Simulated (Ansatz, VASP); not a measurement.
## NaCl in VASP and in Ansatz

File INCAR:

```
PREC = Accurate
ENCUT = 500
EDIFF = 1E-6
ISMEAR = -1
SIGMA = 0.02
LREAL = False
LASPH = True
NELM = 120
ALGO = Normal
ISIF = 2
LWAVE = False
LCHARG = False
GGA = PE
NBANDS = 14
GGA_COMPAT = False
```

Contents of KPOINTS:

```
Automatic mesh
0
Gamma
  8 8 8
```

Contents of POSCAR:

```
NaCl
1.0
    2.8695017309      0.0000000000      0.0000000000
    0.0000000000      2.8695017309      0.0000000000
    0.0000000000      0.0000000000      2.8695017309
Na Cl
1 1
Direct
    0.0000000000      0.0000000000      0.0000000000
    0.5000000000      0.5000000000      0.5000000000
```

Input for Ansatz:

```yaml
crystal:
  lattice:
    - [2.8695017309, 0.0, 0.0]
    - [0.0, 2.8695017309, 0.0]
    - [0.0, 0.0, 2.8695017309]
  atoms:
    - { symbol: Na, position: [0.0, 0.0, 0.0] }
    - { symbol: Cl, position: [0.5, 0.5, 0.5] }
kpoints:
  mp_grid: { grid: [8, 8, 8] }
  band_path:
    path:
      - [0.0, 0.0, 0.0]
      - [0.0, 0.5, 0.0]
      - [0.5, 0.5, 0.0]
      - [0.0, 0.0, 0.0]
      - [0.5, 0.5, 0.5]
      - [0.0, 0.5, 0.0]
      - [0.5, 0.5, 0.5]
      - [0.5, 0.5, 0.0]
    npoints: 5
scf:
  occupations: { method: fermi_dirac, width: 0.02 }
hamiltonian:
  xc: pbe
  pseudopotentials: { kind: all_electron, lapw: { basis_error: 0.00025 } }
output:
  forces: true
  stress: true
  eigenvalues: true
```

Change from the starting cell: volume scaled by 1.01.

Alike in both runs: task single point; functional PBE; k mesh 8 × 8 × 8; occupations fermi-dirac, width 0.02 eV; no spin polarisation.

```csv
,VASP,Ansatz
version,VASP 6.6.1,Ansatz 0.2.0
potentials or method,"VASP PAW PBE potentials, release 64 (Na_pv, Cl), cutoff 500 eV","all-electron LAPW, scalar-relativistic"
```

VASP gave:

| Property | Result |
| --- | --- |
| gap on the k mesh at the Fermi level (eV) | 4.46 |
| pressure (GPa) | 62.6 |

Q: Which values does Ansatz return?

A: gap on the k mesh at the Fermi level (eV): 4.41; pressure (GPa): 62.4.

Both programs put the cell under a high pressure, so it lies far from rest at this level. Ansatz ran all-electron here, and VASP with PAW potentials.

Noted on VASP's run: the cell as given lies far from equilibrium.
